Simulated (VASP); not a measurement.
NbIn2P3, 6 atoms in the cell. Symmetry: P4mm, No. 99, tetragonal system. The conventional cell has a = 3.806 Å, b = 3.806 Å, c = 8.477 Å, α = 90.00°, β = 90.00°, γ = 90.00°. Within 3.2 Å of Nb (site symmetry 4mm) lie 8 P at 2.38 to 3.19 Å and 4 In at 2.91 Å. Within 2.7 Å of In (site symmetry 2mm) lie 2 P at 1.96 Å and 4 In at 2.69 Å. P (site symmetry 2mm) has 2 Nb at 2.38 Å and 4 P at 2.69 Å within 3.1 Å. Within 2.6 Å of P (site symmetry 4mm) lie 4 In at 1.96 Å. The cell was generated, and may not be a known phase.

| Item | Value |
| --- | --- |
| Program | VASP 6.6.1 |
| Task | relaxation of cell and atoms |
| Functional | PBE |
| Potentials or basis | VASP PAW PBE potentials, release 64 (Nb_sv, In_d, P) |
| Cutoff | 600 eV |
| k mesh | 4 × 4 × 2 |
| Occupations | gaussian, width 0.1 eV |
| Spin | no spin polarisation |
| Dipole correction | no |
| Further INCAR settings | ALGO = Normal; EDIFF = 1e-06; IBRION = 2; EDIFFG = -0.04; NSW = 90; ISIF = 3 |

Potentials or basis: VASP PAW PBE potentials, release 64 (Nb_sv, In_d, P).

Command:

```console
$ cat potpaw_PBE.64/Nb_sv/POTCAR potpaw_PBE.64/In_d/POTCAR potpaw_PBE.64/P/POTCAR > POTCAR
$ mpirun -np 1 vasp_std > vasp.out
```

Hardware: 1 thread of Intel(R) Xeon(R) Platinum 8259CL CPU @ 2.50GHz (Skylake/Cascade Lake) (shared host).

Task: How long does it take, and how much memory?

Result: Wall time 47 min on 1 thread of Intel(R) Xeon(R) Platinum 8259CL CPU @ 2.50GHz (Skylake/Cascade Lake), with other jobs on the host, peak memory 0.29 GiB. Counts: scf iterations 643, k points 12, ion steps 66.
